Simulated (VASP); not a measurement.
Write the native input for VASP 6.6.1 that does the following.

```yaml
Task: relaxation of cell and atoms
Functional: PBEsol
Potentials_or_basis: VASP PAW PBE potentials, release 64 (Lu, H)
Cutoff: 600 eV
k_mesh: 14 × 14 × 14
Occupations: fermi-dirac, width 0.1 eV
Spin: no spin polarisation
Dipole_correction: no
Further_INCAR_settings: ALGO = Normal; EDIFF = 1e-06; IBRION = 2; EDIFFG = -0.002; NSW = 100; ISIF = 3
```

The structure of LuH2 lies in POSCAR:

```
LuH2
1.0
    0.0000000000      2.5165000000      2.5165000000
    2.5165000000      0.0000000000      2.5165000000
    2.5165000000      2.5165000000      0.0000000000
Lu H
1 2
Direct
    0.0000000000      0.0000000000      0.0000000000
    0.2500000000      0.2500000000      0.2500000000
    0.7500000000      0.7500000000      0.7500000000
```

One way to write it, as run:

INCAR

```
PREC = Accurate
ENCUT = 600
EDIFF = 1E-6
ISMEAR = -1
SIGMA = 0.1
LREAL = False
LASPH = True
NELM = 100
ALGO = Normal
ISIF = 3
LWAVE = False
LCHARG = False
GGA = PS
IBRION = 2
NSW = 100
EDIFFG = -0.002
```

KPOINTS

```
regular mesh
0
Gamma
  14 14 14
```

Potentials or basis: VASP PAW PBE potentials, release 64 (Lu, H).

Command:

```bash
$ cat potpaw_PBE.64/Lu/POTCAR potpaw_PBE.64/H/POTCAR > POTCAR
$ mpirun -np 1 vasp_std > vasp.out
```

It gave:

```json
{"Relaxed volume": "10.21 Å³/atom", "Relaxed cell": "a = 3.512 Å, b = 3.512 Å, c = 3.512 Å, α = 60.00°, β = 60.00°, γ = 60.00°", "Space group after relaxing (to 0.1 Å)": "Fm-3m (No. 225)", "Energy gained by relaxing": "4.9 meV/atom", "Ionic steps": "3", "Pressure after relaxing": "0.0 GPa", "Band gap on the k mesh": "zero (an odd number of electrons rules out a gap without spin polarisation)"}
```

Caveat: the PAW data sets were made with another functional, which shifts forces and pressure a little; spin-orbit coupling is left out, which moves the levels of the heavy elements.

Wall time 100 s on 1 thread of Intel(R) Xeon(R) Platinum 8488C (Sapphire Rapids), with other jobs on the host, peak memory 0.23 GiB.
